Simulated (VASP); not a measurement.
Here is a VASP 6.6.1 calculation.

INCAR

```
SYSTEM = Na5Ir
  PREC = Accurate
  ENCUT = 520
  EDIFF = 1E-6
  ISMEAR = 0
  SIGMA = 0.1
  LREAL = .FALSE.
  LASPH = .TRUE.
  NELM = 100
  ALGO = Fast
  ISIF = 2
  LWAVE = .FALSE.
  LCHARG = .TRUE.
  GGA = PE
  LELF = .TRUE.
  LVHAR = .TRUE.
  NBANDS = 31
```

KPOINTS

```
Automatic mesh
0
G
  12 12 12
  0 0 0
```

Contents of POSCAR:

```
Na5Ir
1.0
    2.8673159531      1.6554456374      5.1194082190
   -2.8673159531      1.6554456374      5.1194082190
    0.0000000000     -3.3108912747      5.1194082190
Na Ir
5 1
Direct
    0.6570952917      0.6570952917      0.6570952917
    0.3429047083      0.3429047083      0.3429047083
    0.5000000000      0.1276105913      0.8723894087
    0.8723894087      0.5000000000      0.1276105913
    0.1276105913      0.8723894087      0.5000000000
    0.0000000000      0.0000000000      0.0000000000
```

Potentials or basis: VASP PAW PBE potentials, release 64 (Na_pv, Ir).

Launch:

```bash
$ cat potpaw_PBE.64/Na_pv/POTCAR potpaw_PBE.64/Ir/POTCAR > POTCAR
$ mpirun -np 1 vasp_std > vasp.out
```

(1) What does it give for the band gap on the k mesh?

(2) What does it give for the pressure?

Answers

(1) zero (bands 22 and 23 overlap by 1.57 eV).

(2) 0.0 GPa.

Caveat: spin-orbit coupling is left out, which moves the levels of the heavy elements.
